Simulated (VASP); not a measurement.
# KCl (Fm-3m) in VASP: settings compared, part 2 of 2

VASP 6.6.1. Earlier steps stand in the parts before.

### Step 3. Single point, LDA

File INCAR:

```
SYSTEM = KCl
  PREC = Accurate
  ENCUT = 520
  EDIFF = 1E-6
  ISMEAR = 0
  SIGMA = 0.01
  LREAL = .False.
  LASPH = .True.
  NELM = 60
  ALGO = Normal
  ISIF = 2
  LWAVE = .False.
  LCHARG = .True.
  GGA = CA
  LELF = .True.
  LVHAR = .True.
  NBANDS = 15
```

File KPOINTS:

```
regular mesh
0
Gamma
  4 4 4
  0 0 0
```

File POSCAR:

```
KCl
1.0
    0.0000000000      3.1448483099      3.1448483099
    3.1448483099      0.0000000000      3.1448483099
    3.1448483099      3.1448483099      0.0000000000
K Cl
1 1
Direct
    0.0000000000      0.0000000000      0.0000000000
    0.5000000000      0.5000000000      0.5000000000
```

Potentials or basis: VASP PAW LDA potentials, release 64 (K_sv, Cl).

Launch:

```sh
$ cat potpaw_LDA.64/K_sv/POTCAR potpaw_LDA.64/Cl/POTCAR > POTCAR
$ mpirun -np 1 vasp_std > vasp.out
```

OUTCAR:

```text
SYSTEM = KCl
   PREC = Accurate
   ENCUT = 520
   EDIFF = 1E-6
   ISMEAR = 0
   LREAL = .False.
   LASPH = .True.
   NELM = 60
   ISIF = 2
   GGA = CA

 ion  position               nearest neighbor table
   1  0.000  0.000  0.000-   2 3.14   2 3.14   2 3.14   2 3.14   2 3.14   2 3.14
   2  0.500  0.500  0.500-   1 3.14   1 3.14   1 3.14   1 3.14   1 3.14   1 3.14

  LATTYP: Found a face centered cubic cell.
 ALAT       =     6.2896966198

  Lattice vectors:

 A1 = (   0.0000000000,   3.1448483099,   3.1448483099)
 A2 = (   3.1448483099,   0.0000000000,   3.1448483099)
 A3 = (   3.1448483099,   3.1448483099,   0.0000000000)

Analysis of symmetry for initial positions (statically):
=====================================================================
 Subroutine PRICEL returns:
 Original cell was already a primitive cell.

 Routine SETGRP: Setting up the symmetry group for a
 face centered cubic supercell.

 Subroutine GETGRP returns: Found 48 space group operations
 (whereof 48 operations were pure point group operations)
 out of a pool of 48 trial point group operations.

The static configuration has the point symmetry O_h .

Analysis of symmetry for dynamics (positions and initial velocities):
=====================================================================
 Subroutine PRICEL returns:
 Original cell was already a primitive cell.

 Routine SETGRP: Setting up the symmetry group for a
 face centered cubic supercell.

 Subroutine GETGRP returns: Found 48 space group operations
 (whereof 48 operations were pure point group operations)
 out of a pool of 48 trial point group operations.

The dynamic configuration has the point symmetry O_h .

 Subroutine INISYM returns: Found 48 space group operations
 (whereof 48 operations are pure point group operations),
 and found     1 'primitive' translations

----------------------------------------------------------------------------------------

                                     Primitive cell

  volume of cell :      62.2055

  direct lattice vectors                    reciprocal lattice vectors
     0.000000000  3.144848310  3.144848310    -0.158990180  0.158990180  0.158990180
     3.144848310  0.000000000  3.144848310     0.158990180 -0.158990180  0.158990180
     3.144848310  3.144848310  0.000000000     0.158990180  0.158990180 -0.158990180

  length of vectors
     4.447487131  4.447487131  4.447487131     0.275379070  0.275379070  0.275379070

  position of ions in fractional coordinates (direct lattice)
     0.000000000  0.000000000  0.000000000
     0.500000000  0.500000000  0.500000000

  ion indices of the primitive-cell ions
   primitive index   ion index
                 1           1
                 2           2

----------------------------------------------------------------------------------------

 KPOINTS: regular mesh

Automatic generation of k-mesh.
 Grid dimensions read from file:
 generate k-points for:    4    4    4

 Generating k-lattice:

  Cartesian coordinates                     Fractional coordinates (reciprocal lattice)
    -0.039747545  0.039747545  0.039747545     0.250000000  0.000000000  0.000000000
     0.039747545 -0.039747545  0.039747545     0.000000000  0.250000000  0.000000000
     0.039747545  0.039747545 -0.039747545     0.000000000  0.000000000  0.250000000

  Length of vectors
     0.068844768  0.068844768  0.068844768

  Shift w.r.t. Gamma in fractional coordinates (k-lattice)
     0.000000000  0.000000000  0.000000000

 Subroutine IBZKPT returns following result:
 ===========================================

 Found      8 irreducible k-points:

 Following reciprocal coordinates:
            Coordinates               Weight
  0.000000  0.000000  0.000000      1.000000
  0.250000  0.000000  0.000000      8.000000
  0.500000  0.000000  0.000000      4.000000
  0.250000  0.250000  0.000000      6.000000
  0.500000  0.250000  0.000000     24.000000
 -0.250000  0.250000  0.000000     12.000000
  0.500000  0.500000  0.000000      3.000000
 -0.250000  0.500000  0.250000      6.000000
   k-points           NKPTS =      8   k-points in BZ     NKDIM =      8   number of bands    NBANDS=     15
   number of dos      NEDOS =    301   number of ions     NIONS =      2
   total plane-waves  NPLWV =  46656
   dimension x,y,z NGX =    36 NGY =   36 NGZ =   36
   dimension x,y,z NGXF=    72 NGYF=   72 NGZF=   72
   ions per type =               1   1
   NGX,Y,Z   is equivalent  to a cutoff of  13.46, 13.46, 13.46 a.u.
   NGXF,Y,Z  is equivalent  to a cutoff of  26.91, 26.91, 26.91 a.u.
 SYSTEM =  KCl
   PREC   = accura    normal or accurate (medium, high low for compatibility)
   ISTART =      0    job   : 0-new  1-cont  2-samecut
   ICHARG =      2    charge: 1-file 2-atom 10-const
   ISPIN  =      1    spin polarized calculation?
   LNONCOLLINEAR =      F non collinear calculations
   LSORBIT =      F    spin-orbit coupling
   LASPH  =      T    aspherical Exc in radial PAW
   ENCUT  =  520.0 eV  38.22 Ry    6.18 a.u.   8.27  8.27  8.27*2*pi/ulx,y,z
   NELM   =     60;   NELMIN=  2; NELMDL= -5     # of ELM steps
   EDIFF  = 0.1E-05   stopping-criterion for ELM
   LREAL  =      F    real-space projection
   EDIFFG = 0.1E-04   stopping-criterion for IOM
   NSW    =      0    number of steps for IOM
   IBRION =     -1    ionic relax: 0-MD 1-quasi-New 2-CG
[... 8 lines left out ...]
   EMIN   =  10.00;   EMAX   =-10.00  energy-range for DOS
   EFERMI =   0.00;   METHOD = LEGACY
   ISMEAR =     0;   SIGMA  =   0.01  broadening in eV -4-tet -1-fermi 0-gaus
   EFERMI_NEDOS =   21; number of points for ismear=-14 and -15
   IALGO  =     38    algorithm
   IMIX   =      4    mixing-type and parameters
     AMIX     =   0.40;   BMIX     =  1.00
     AMIX_MAG =   1.60;   BMIX_MAG =  1.00
  volume/ion in A,a.u.               =      31.10       209.89
  Fermi-wavevector in a.u.,A,eV,Ry     =   1.041130  1.967451 14.748069  1.083952
  Thomas-Fermi vector in A             =   2.175737
   LORBIT       =      0    0 simple, 1 ext, 2 COOP (PROOUT), +10 PAW based schemes
   GGA     = CA    functional components
   LHFCALC =     F    Hartree Fock is set to
   AEXX    =    0.0000 exact exchange contribution
   IVDW    =     0    specifies the selected vdW correction
   LEPSILON=     F    determine dielectric tensor
   LRPA    =     F    only Hartree local field effects (RPA)
 non-spin polarized calculation
 Gauss-broadening in eV      SIGMA  =   0.01
  energy-cutoff  :      520.00
  volume of cell :       62.21
 maximum number of plane-waves:      1700
 NGX is ok and might be reduce to    36
   NGX = 17   NGY = 17   NGZ = 17

 number of electron      15.9999999 magnetization

 Free energy of the ion-electron system (eV)
  ---------------------------------------------------
  ext. energy  EPLUGINS =         0.00000000
  ---------------------------------------------------
  free energy    TOTEN  =        -7.37064685 eV

  energy without entropy =       -7.37064685  energy(sigma->0) =       -7.37064685

 E-fermi :  -1.9840     XC(G=0):  -8.1168

 val. band max:       -2.0762270176   @ k =   0.0000   0.0000   0.0000
 cond. band min:       2.6756705943   @ k =   0.0000   0.0000   0.0000
 fundamental gap:      4.7518976119
 Fermi energy:        -1.9839740676

 k-point     1 :       0.0000    0.0000    0.0000
  band No.  band energies     occupation
      1     -28.9051      2.00000
      2     -14.1039      2.00000
      3     -12.6031      2.00000
      4     -12.6031      2.00000
      5     -12.6031      2.00000
      6      -2.0762      2.00000
      7      -2.0762      2.00000
      8      -2.0762      2.00000
      9       2.6757      0.00000
     10       6.0089      0.00000
     11       6.0089      0.00000
     12       6.0089      0.00000
     13       6.9430      0.00000
     14       6.9430      0.00000
     15      10.4007      0.00000
[... 109 lines left out ...]
 k-point     8 :      -0.2500    0.5000    0.2500
  band No.  band energies     occupation
      1     -28.8896      2.00000
      2     -14.0979      2.00000
      3     -12.7126      2.00000
      4     -12.7126      2.00000
      5     -12.5101      2.00000
      6      -2.5973      2.00000
      7      -2.5815      2.00000
      8      -2.5815      2.00000
      9       5.6151      0.00000
     10       5.6151      0.00000
     11       7.0585      0.00000
     12       7.5117      0.00000
     13       9.4632      0.00000
     14       9.4710      0.00000
     15       9.7231      0.00000

------------------------ aborting loop because EDIFF is reached ----------------------------------------

  FORCE on cell =-STRESS in cart. coord.  units (eV):
  Direction    XX          YY          ZZ          XY          YZ          ZX
  --------------------------------------------------------------------------------------
  -------------------------------------------------------------------------------------
  Total       -0.7364916     -0.7364916     -0.7364916      0.0000000     -0.0000000     -0.0000000
  in kB      -18.9692118    -18.9692118    -18.9692118      0.0000000     -0.0000000     -0.0000000
  external PRESSURE =     -18.9692118 kB  Pullay stress =       0.0000000 kB

 VOLUME and BASIS-vectors are now :
 -----------------------------------------------------------------------------
  energy-cutoff  :      520.00
  volume of cell :       62.21
      direct lattice vectors                 reciprocal lattice vectors
     0.000000000  3.144848310  3.144848310    -0.158990180  0.158990180  0.158990180
     3.144848310  0.000000000  3.144848310     0.158990180 -0.158990180  0.158990180
     3.144848310  3.144848310  0.000000000     0.158990180  0.158990180 -0.158990180

 POSITION                                       TOTAL-FORCE (eV/Angst)
 -----------------------------------------------------------------------------------
      0.00000      0.00000      0.00000         0.000000      0.000000     -0.000000
      3.14485      3.14485      3.14485        -0.000000     -0.000000      0.000000
 -----------------------------------------------------------------------------------
    total drift:                                0.000000      0.000000      0.000000

  FREE ENERGIE OF THE ION-ELECTRON SYSTEM (eV)
  ---------------------------------------------------
  free  energy   TOTEN  =        -7.3706468548 eV

  energy  without entropy=       -7.3706468548  energy(sigma->0) =       -7.37064685
```

OSZICAR:

```text
N       E                     dE             d eps       ncg     rms          rms(c)
DAV:   1     0.102195029174E+03    0.10220E+03   -0.70182E+03   240   0.957E+02
DAV:   2    -0.757098420268E+00   -0.10295E+03   -0.94402E+02   303   0.245E+02
DAV:   3    -0.740774099274E+01   -0.66506E+01   -0.66035E+01   324   0.530E+01
DAV:   4    -0.766523133127E+01   -0.25749E+00   -0.25738E+00   389   0.977E+00
DAV:   5    -0.766744126499E+01   -0.22099E-02   -0.22099E-02   331   0.996E-01    0.344E+00
DAV:   6    -0.739824469512E+01    0.26920E+00   -0.37208E-01   303   0.321E+00    0.274E+00
DAV:   7    -0.737116268379E+01    0.27082E-01   -0.71959E-02   324   0.158E+00    0.161E+00
DAV:   8    -0.737063058441E+01    0.53210E-03   -0.11518E-02   329   0.800E-01    0.257E-01
DAV:   9    -0.737052299168E+01    0.10759E-03   -0.64859E-04   317   0.146E-01    0.851E-02
DAV:  10    -0.737064499943E+01   -0.12201E-03   -0.76164E-05   297   0.619E-02    0.775E-03
DAV:  11    -0.737064643436E+01   -0.14349E-05   -0.29964E-06   332   0.114E-02    0.660E-03
DAV:  12    -0.737064685476E+01   -0.42040E-06   -0.13041E-06   258   0.811E-03
   1 F= -.73706469E+01 E0= -.73706469E+01  d E =-.289246E-40
```

stdout:

```text
POSCAR found type information on POSCAR K Cl
 POSCAR found :  2 types and       2 ions
 scaLAPACK will be used
 LDA part: xc-table for (Slater(with rela. corr.)+CA(PZ))
 , standard interpolation
 POSCAR, INCAR and KPOINTS ok, starting setup
 FFT: planning ... GRIDC
 FFT: planning ... GRID_SOFT
 FFT: planning ... GRID
 WAVECAR not read
 entering main loop
```

Run time: 8.4 s. Hardware: 1 thread of AMD EPYC 7R13 (Zen 3), shared host; peak memory 0.14 GiB.

Results:

```
Free energy            : -7.3706 eV
Pressure               : -1.9 GPa
Band gap on the k mesh : 4.75 eV, direct
```

Caveat: the k points lie up to 0.43 Å⁻¹ apart. LDA gaps usually lie below the measured ones, often by a third to a half.
